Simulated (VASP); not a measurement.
# HgTe (I-4m2) in VASP: further runs, part 2 of 2

VASP 6.6.1. The steps go on from the part before.

### 3 Single point, PBEsol

This run uses another cell than the first one, of 28.21 Å³/atom, 1.026 times its volume.

INCAR reads:

```
SYSTEM = HgTe
PREC = Accurate
ENCUT = 520
EDIFF = 1E-6
ISMEAR = -1
SIGMA = 0.1
LREAL = .False.
LASPH = .True.
NELM = 100
ALGO = Normal
ISIF = 2
LWAVE = .False.
LCHARG = .True.
GGA = PS
LELF = .True.
LVHAR = .True.
NBANDS = 16
```

KPOINTS reads:

```
Automatic mesh
0
Gamma
  8 8 8
  0 0 0
```

POSCAR reads:

```
HgTe
1.0
   -3.0200084874      3.0200084874      1.5463050947
    3.0200084874     -3.0200084874      1.5463050947
    3.0200084874      3.0200084874     -1.5463050947
Hg Te
1 1
Direct
    0.2500000000      0.7500000000      0.5000000000
    0.0000000000      0.0000000000      0.0000000000
```

Potentials or basis: VASP PAW PBE potentials, release 64 (Hg, Te).

The run is started by

```sh
$ cat potpaw_PBE.64/Hg/POTCAR potpaw_PBE.64/Te/POTCAR > POTCAR
$ mpirun -np 1 vasp_std > vasp.out
```

OUTCAR:

```text
SYSTEM = HgTe
   PREC = Accurate
   ENCUT = 520
   EDIFF = 1E-6
   ISMEAR = -1
   LREAL = .False.
   LASPH = .True.
   NELM = 100
   ISIF = 2
   GGA = PS

 ion  position               nearest neighbor table
   1  0.250  0.750  0.500-   2 3.12   2 3.12   2 3.12   2 3.12
   2  0.000  0.000  0.000-   1 3.12   1 3.12   1 3.12   1 3.12

  LATTYP: Found a body centered tetragonal cell.
 ALAT       =     6.0400169748
 C/A-ratio  =     0.5120201156

  Lattice vectors:

 A1 = (  -3.0200084874,   3.0200084874,   1.5463050947)
 A2 = (   3.0200084874,  -3.0200084874,   1.5463050947)
 A3 = (   3.0200084874,   3.0200084874,  -1.5463050947)

Analysis of symmetry for initial positions (statically):
=====================================================================
 Subroutine PRICEL returns:
 Original cell was already a primitive cell.

 Routine SETGRP: Setting up the symmetry group for a
 body centered tetragonal supercell.

 Subroutine GETGRP returns: Found  8 space group operations
 (whereof  8 operations were pure point group operations)
 out of a pool of 16 trial point group operations.

The static configuration has the point symmetry D_2d.

Analysis of symmetry for dynamics (positions and initial velocities):
=====================================================================
 Subroutine PRICEL returns:
 Original cell was already a primitive cell.

 Routine SETGRP: Setting up the symmetry group for a
 body centered tetragonal supercell.

 Subroutine GETGRP returns: Found  8 space group operations
 (whereof  8 operations were pure point group operations)
 out of a pool of 16 trial point group operations.

The dynamic configuration has the point symmetry D_2d.

 Subroutine INISYM returns: Found  8 space group operations
 (whereof  8 operations are pure point group operations),
 and found     1 'primitive' translations

----------------------------------------------------------------------------------------

                                     Primitive cell

  volume of cell :      56.4120

  direct lattice vectors                    reciprocal lattice vectors
    -3.020008487  3.020008487  1.546305095     0.000000000  0.165562449  0.323351454
     3.020008487 -3.020008487  1.546305095     0.165562449  0.000000000  0.323351454
     3.020008487  3.020008487 -1.546305095     0.165562449  0.165562449  0.000000000

  length of vectors
     4.542241955  4.542241955  4.542241955     0.363272745  0.363272745  0.234140660

  position of ions in fractional coordinates (direct lattice)
     0.250000000  0.750000000  0.500000000
     0.000000000  0.000000000  0.000000000

  ion indices of the primitive-cell ions
   primitive index   ion index
                 1           1
                 2           2

----------------------------------------------------------------------------------------

 KPOINTS: Automatic mesh

Automatic generation of k-mesh.
 Grid dimensions read from file:
 generate k-points for:    8    8    8

 Generating k-lattice:

  Cartesian coordinates                     Fractional coordinates (reciprocal lattice)
     0.000000000  0.020695306  0.040418932     0.125000000  0.000000000 -0.000000000
     0.020695306  0.000000000  0.040418932     0.000000000  0.125000000 -0.000000000
     0.020695306  0.020695306  0.000000000     0.000000000  0.000000000  0.125000000

  Length of vectors
     0.045409093  0.045409093  0.029267583

  Shift w.r.t. Gamma in fractional coordinates (k-lattice)
     0.000000000  0.000000000  0.000000000

 Subroutine IBZKPT returns following result:
 ===========================================

 Found     59 irreducible k-points:

 Following reciprocal coordinates:
            Coordinates               Weight
  0.000000  0.000000  0.000000      1.000000
  0.125000  0.000000  0.000000      8.000000
  0.250000  0.000000  0.000000      8.000000
  0.375000 -0.000000  0.000000      8.000000
  0.500000  0.000000  0.000000      4.000000
  0.125000  0.125000  0.000000      8.000000
[... 16 lines left out ...]
  0.250000  0.125000  0.125000     16.000000
  0.375000  0.125000  0.125000      8.000000
 [... further k-points ...]
   k-points           NKPTS =     59   k-points in BZ     NKDIM =     59   number of bands    NBANDS=     16
   number of dos      NEDOS =    301   number of ions     NIONS =      2
   total plane-waves  NPLWV =  46656
   dimension x,y,z NGX =    36 NGY =   36 NGZ =   36
   dimension x,y,z NGXF=    72 NGYF=   72 NGZF=   72
   ions per type =               1   1
   NGX,Y,Z   is equivalent  to a cutoff of  13.18, 13.18, 13.18 a.u.
   NGXF,Y,Z  is equivalent  to a cutoff of  26.35, 26.35, 26.35 a.u.
 SYSTEM =  HgTe
   PREC   = accura    normal or accurate (medium, high low for compatibility)
   ISTART =      0    job   : 0-new  1-cont  2-samecut
   ICHARG =      2    charge: 1-file 2-atom 10-const
   ISPIN  =      1    spin polarized calculation?
   LNONCOLLINEAR =      F non collinear calculations
   LSORBIT =      F    spin-orbit coupling
   LASPH  =      T    aspherical Exc in radial PAW
   ENCUT  =  520.0 eV  38.22 Ry    6.18 a.u.   8.45  8.45  8.45*2*pi/ulx,y,z
   NELM   =    100;   NELMIN=  2; NELMDL= -5     # of ELM steps
   EDIFF  = 0.1E-05   stopping-criterion for ELM
   LREAL  =      F    real-space projection
   EDIFFG = 0.1E-04   stopping-criterion for IOM
   NSW    =      0    number of steps for IOM
   IBRION =     -1    ionic relax: 0-MD 1-quasi-New 2-CG
   NFREE  =      0    steps in history (QN), initial steepest desc. (CG)
   ISIF   =      2    stress and relaxation
   ISYM   =      2    0-nonsym 1-usesym 2-fastsym
   POTIM  = 0.5000    time-step for ionic-motion
   TEBEG  =    0.0;   TEEND  =   0.0 temperature during run
   PSTRESS=    0.0 pullay stress
   NELECT =      18.0000    total number of electrons
   NUPDOWN=      -1.0000    fix difference up-down
   EMIN   =  10.00;   EMAX   =-10.00  energy-range for DOS
   EFERMI =   0.00;   METHOD = LEGACY
   ISMEAR =    -1;   SIGMA  =   0.10  broadening in eV -4-tet -1-fermi 0-gaus
   EFERMI_NEDOS =   21; number of points for ismear=-14 and -15
   IALGO  =     38    algorithm
   IMIX   =      4    mixing-type and parameters
     AMIX     =   0.40;   BMIX     =  1.00
     AMIX_MAG =   1.60;   BMIX_MAG =  1.00
  volume/ion in A,a.u.               =      28.21       190.34
  Fermi-wavevector in a.u.,A,eV,Ry     =   1.118687  2.114011 17.027148  1.251460
  Thomas-Fermi vector in A             =   2.255320
   LORBIT       =      0    0 simple, 1 ext, 2 COOP (PROOUT), +10 PAW based schemes
   GGA     = PS    functional components
   LHFCALC =     F    Hartree Fock is set to
   AEXX    =    0.0000 exact exchange contribution
   IVDW    =     0    specifies the selected vdW correction
   LEPSILON=     F    determine dielectric tensor
   LRPA    =     F    only Hartree local field effects (RPA)
 non-spin polarized calculation
  energy-cutoff  :      520.00
  volume of cell :       56.41
 maximum number of plane-waves:      1542
 NGX is ok and might be reduce to    36
   NGX = 17   NGY = 17   NGZ = 17

 number of electron      17.9999999 magnetization

 Free energy of the ion-electron system (eV)
  ---------------------------------------------------
  ext. energy  EPLUGINS =         0.00000000
  ---------------------------------------------------
  free energy    TOTEN  =        -4.16294692 eV

  energy without entropy =       -4.14433042  energy(sigma->0) =       -4.15363867

 E-fermi :   4.5650     XC(G=0): -10.1134

 val. band max:        4.4075493872   @ k =  -0.2500  -0.3750   0.1250
 cond. band min:       4.5726224941   @ k =  -0.2500   0.5000   0.1250
 fundamental gap:      0.1650731068
 Fermi energy:         4.5650381091

 k-point     1 :       0.0000    0.0000    0.0000
  band No.  band energies     occupation
      1      -8.1135      2.00000
      2      -2.9440      2.00000
      3      -2.2164      2.00000
      4      -2.1284      2.00000
      5      -1.6622      2.00000
      6      -1.6622      2.00000
[... 8 lines left out ...]
     15      14.7193      0.00000
     16      15.7703      0.00000
[... 419 lines left out ...]
 k-point    24 :       0.3750    0.1250    0.1250
  band No.  band energies     occupation
      1      -5.5017      2.00000
      2      -2.5596      2.00000
      3      -2.3076      2.00000
      4      -2.0765      2.00000
      5      -1.9292      2.00000
      6      -1.6833      2.00000
[... 8 lines left out ...]
     15      13.1834      0.00000
     16      14.1487      0.00000

 [... further k-points ...]
[... 5 lines left out ...]
  --------------------------------------------------------------------------------------
  -------------------------------------------------------------------------------------
  Total       -1.0625016     -1.0625016     -0.6095198      0.0000000      0.0000000      0.0000000
  in kB      -30.1764861    -30.1764861    -17.3111892      0.0000000      0.0000000      0.0000000
  external PRESSURE =     -25.8880538 kB  Pullay stress =       0.0000000 kB

 VOLUME and BASIS-vectors are now :
 -----------------------------------------------------------------------------
  energy-cutoff  :      520.00
  volume of cell :       56.41
      direct lattice vectors                 reciprocal lattice vectors
    -3.020008487  3.020008487  1.546305095     0.000000000  0.165562449  0.323351454
     3.020008487 -3.020008487  1.546305095     0.165562449  0.000000000  0.323351454
     3.020008487  3.020008487 -1.546305095     0.165562449  0.165562449  0.000000000

 POSITION                                       TOTAL-FORCE (eV/Angst)
 -----------------------------------------------------------------------------------
      3.02001      0.00000      0.77315         0.000000     -0.000000      0.000000
      0.00000      0.00000      0.00000        -0.000000      0.000000     -0.000000
 -----------------------------------------------------------------------------------
    total drift:                                0.000000     -0.000000      0.000000

  FREE ENERGIE OF THE ION-ELECTRON SYSTEM (eV)
  ---------------------------------------------------
  free  energy   TOTEN  =        -4.1629469202 eV

  energy  without entropy=       -4.1443304160  energy(sigma->0) =       -4.15363867
```

Run time: 2.4 min. Hardware: 1 thread of AMD EPYC 7R13, shared host; peak memory 0.21 GiB.

What came out:

| Quantity | Value |
| --- | --- |
| Free energy | -4.1629 eV |
| Pressure | -2.6 GPa |
| Band gap on the k mesh | zero (band 9 reaches 6.09 eV, above the bottom of band 10 at 3.00 eV) |

Stress tensor (GPa, compression positive):
```
-3.02  0.00  0.00
 0.00 -3.02  0.00
 0.00  0.00 -1.73
```

Caveat: the PAW data sets were made with another functional, which shifts forces and pressure a little; spin-orbit coupling is left out, which moves the levels of the heavy elements.

### 4 Single point, PBEsol

This run uses another cell than the first one, of 28.93 Å³/atom, 1.053 times its volume.

INCAR reads:

```
SYSTEM = HgTe
ALGO = Normal ; EDIFF = 1E-7
ENCUT = 520 ; GGA = PS
ISIF = 2 ; ISMEAR = -1
LASPH = .True. ; LCHARG = .True.
LELF = .True. ; LREAL = .False.
LVHAR = .True. ; LWAVE = .False.
NBANDS = 16 ; NELM = 60
PREC = Accurate ; SIGMA = 0.1
```

KPOINTS reads:

```
k-points
0
Gamma
  8 8 8
  0 0 0
```

POSCAR reads:

```
HgTe
1.0
   -3.0456030000      3.0456030000      1.5594100000
    3.0456030000     -3.0456030000      1.5594100000
    3.0456030000      3.0456030000     -1.5594100000
Hg Te
1 1
Direct
    0.2500000000      0.7500000000      0.5000000000
    0.0000000000      0.0000000000      0.0000000000
```

The run is started by

```sh
$ cat potpaw_PBE.64/Hg/POTCAR potpaw_PBE.64/Te/POTCAR > POTCAR
$ mpirun -np 1 vasp_std > vasp.out
```

Wall time 2.5 min (1 thread of AMD EPYC 7R13, shared host); peak memory 0.21 GiB.

The run converged. Its results:

* Free energy: -4.1354 eV
* Pressure: -3.6 GPa
* Band gap on the k mesh: zero (band 9 reaches 5.74 eV, above the bottom of band 10 at 2.76 eV)

Stress tensor (GPa, compression positive):
```
-3.87  0.00  0.00
 0.00 -3.87  0.00
 0.00  0.00 -2.95
```

Levels at points of the mesh, in eV from the Fermi level:
```csv
k point,band 5,band 6,band 7,band 8,band 9,band 10,band 11,band 12,band 13,band 14
"(0.00, 0.00, 0.00)",-6.16,-6.16,-3.50,-2.46,-2.46,3.42,4.54,6.86,6.86,9.03
"(0.50, 0.00, 0.00)",-6.39,-6.17,-4.57,-1.96,-1.12,-0.18,3.17,3.73,5.83,8.04
"(0.50, 0.50, 0.00)",-6.14,-6.11,-6.07,-0.92,1.45,1.89,2.82,3.39,8.74,10.34
"(0.50, 0.50, 0.50)",-6.13,-6.11,-4.41,-4.36,-4.36,3.08,7.26,7.97,7.97,11.78
```

Caveat: the PAW data sets were made with another functional, which shifts forces and pressure a little; spin-orbit coupling is left out, which moves the levels of the heavy elements.

### 5 Overview

```tsv
cell	gap on the mesh (eV)	pressure (GPa)
a = 4.503 Å, angles 96.7, 96.7, 140.2°, 2 atoms	none	-1.4
a = 4.542 Å, angles 96.7, 96.7, 140.2°, 2 atoms	none	-2.6
a = 4.581 Å, angles 96.7, 96.7, 140.2°, 2 atoms	none	-3.6
```

Alike in all rows: task single point; level PBEsol; potentials or basis VASP PAW PBE potentials, release 64 (Hg, Te); no spin polarisation; k mesh 8 × 8 × 8; cutoff (eV) 520; smearing fermi-dirac 0.1 eV.

Caveats: the PAW data sets were made with another functional, which shifts forces and pressure a little; spin-orbit coupling is left out, which moves the levels of the heavy elements.

Total energies depend on the potentials used, so only differences within one code and one set of settings carry meaning.
